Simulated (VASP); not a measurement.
Set up this calculation in VASP 6.6.1, as the native input.

```
Task                   : single point
Functional             : PBE
Potentials or basis    : VASP PAW PBE potentials, release 64 (Sn_d)
Cutoff                 : 520 eV
k mesh                 : 6 × 6 × 6
Occupations            : fermi-dirac, width 0.02 eV
Spin                   : no spin polarisation
Dipole correction      : no
Further INCAR settings : ALGO = Normal; EDIFF = 1e-06; NBANDS = 21
```

The structure of Sn lies in POSCAR:

```
Sn
1.0
    0.0000000000      3.2844597792      3.2844597792
    3.2486591676      0.0000000000      3.2844597792
    3.2486591676      3.2844597792      0.0000000000
Sn
2
Direct
    0.0000000000      0.0000000000      0.0000000000
    0.2500000000      0.2500000000      0.2500000000
```

This cell differs from its parent crystal: uniaxial x strain -1.1%.

One way to write it, as run:

INCAR

```
SYSTEM = Sn
PREC = Accurate ; ENCUT = 520
EDIFF = 1E-6 ; ISMEAR = -1
SIGMA = 0.02 ; LREAL = .FALSE.
LASPH = .TRUE. ; NELM = 80
ALGO = Normal ; ISIF = 2
LWAVE = .FALSE. ; LCHARG = .FALSE.
GGA = PE ; NBANDS = 21
```

KPOINTS

```
Automatic mesh
0
G
  6 6 6
  0 0 0
```

Potentials or basis: VASP PAW PBE potentials, release 64 (Sn_d).

The run is started by

```bash
$ cat potpaw_PBE.64/Sn_d/POTCAR > POTCAR
$ mpirun -np 1 vasp_std > vasp.out
```

Results of the run:

```
Pressure               : 2.0 GPa
Band gap on the k mesh : zero (band 14 reaches 5.44 eV, above the bottom of band 15 at 5.32 eV)
```

Caveat: the cell differs from its parent crystal (uniaxial x strain -1.1%); spin-orbit coupling is left out, which moves the levels of the heavy elements.

Wall time 24 s on 1 thread of AMD EPYC 9R45 96-Core Processor (Zen 5), with other jobs on the host, peak memory 0.18 GiB.
